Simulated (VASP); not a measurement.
Wanted: the native input for a VASP 6.6.1 run.

```yaml
Task: single point
Functional: PBE
Dispersion: D3(BJ)
Potentials_or_basis: VASP PAW PBE potentials, release 64 (W_sv, Au)
Cutoff: 520 eV
k_mesh: 8 × 8 × 8
Occupations: fermi-dirac, width 0.05 eV
Spin: no spin polarisation
Dipole_correction: no
Further_INCAR_settings: ALGO = Normal; EDIFF = 1e-06; NBANDS = 20
```

The structure of WAu lies in POSCAR:

```
WAu
1.0
    0.0000000000      2.8819432489      2.8819432489
    2.8819432489      0.0000000000      2.8819432489
    2.8819432489      2.8819432489      0.0000000000
W Au
1 1
Direct
    0.0000000000      0.0000000000      0.0000000000
    0.7500000000      0.7500000000      0.7500000000
```

These files were run (other wordings do the same):

INCAR

```
SYSTEM = WAu
PREC     = Accurate       ! precision mode
ENCUT    = 520            ! plane-wave cutoff, eV
EDIFF    = 1E-6           ! SCF threshold, eV
ISMEAR   = -1             ! smearing method
SIGMA    = 0.05           ! smearing width, eV
LREAL    = .False.        ! projectors in reciprocal space
LASPH    = .True.         ! aspherical terms in the spheres
NELM     = 60             ! most SCF steps
ALGO     = Normal         ! electronic algorithm
ISIF     = 2              ! what is computed and relaxed
LWAVE    = .False.        ! write WAVECAR
LCHARG   = .False.        ! write CHGCAR
GGA      = PE             ! functional
IVDW     = 12             ! dispersion correction
NBANDS   = 20             ! bands
```

KPOINTS

```
regular mesh
0
Gamma
  8 8 8
  0 0 0
```

Potentials or basis: VASP PAW PBE potentials, release 64 (W_sv, Au).

Command:

```bash
$ cat potpaw_PBE.64/W_sv/POTCAR potpaw_PBE.64/Au/POTCAR > POTCAR
$ mpirun -np 1 vasp_std > vasp.out
```

It gave:

```yaml
Pressure: 0.1 GPa
Dispersion_energy_per_atom: -0.551 eV
```

Caveat: pairwise dispersion overbinds metals, which lowers pressure and volume.

Wall time 27 s on 1 thread of Intel(R) Xeon(R) Platinum 8259CL CPU @ 2.50GHz (Skylake/Cascade Lake), on a shared host, peak memory 0.19 GiB.
